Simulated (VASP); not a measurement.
Input of a VASP 6.6.1 run:

The input INCAR:

```
ALGO = Normal ; EDIFF = 1E-6
ENCUT = 600 ; GGA = PE
GGA_COMPAT = False ; ISIF = 2
ISMEAR = 0 ; LASPH = True
LCHARG = False ; LMAXMIX = 6
LREAL = False ; LWAVE = False
NBANDS = 28 ; NELM = 200
PREC = Accurate ; SIGMA = 0.1
```

File KPOINTS:

```
k-points
0
Gamma
  4 4 4
```

The input POSCAR:

```
Ho3F2
1.0
    4.6052104600      0.0000000000      0.0000000000
    0.0000000000      4.6052104600      0.0000000000
    0.0000000000      0.0000000000      4.6052104600
Ho F
3 2
Direct
    0.5000000000      0.0000000000      0.0000000000
    0.0000000000      0.5000000000      0.0000000000
    0.0000000000      0.0000000000      0.5000000000
    0.5000000000      0.5000000000      0.5000000000
    0.0000000000      0.0000000000      0.0000000000
```

Potentials or basis: VASP PAW PBE potentials, release 64 (Ho_3, F), 4f in core.

Command:

```console
$ cat potpaw_PBE.64/Ho_3/POTCAR potpaw_PBE.64/F/POTCAR > POTCAR
$ mpirun -np 1 vasp_std > vasp.out
```

Problem. Estimate the pressure.

Solution. 8.6 GPa.

Problem. Estimate the band gap on the k mesh.

Solution. Zero (an odd number of electrons rules out a gap without spin polarisation).

Caveat: the cell stands under pressure; spin-orbit coupling is left out, which moves the levels of the heavy elements; the 4f electrons are frozen in the core, so they carry no moment and show no levels; the run has no spin polarisation, though such a crystal can be magnetic. Spin polarisation is off, so any magnetic state and its effect on volume and gap are missing.
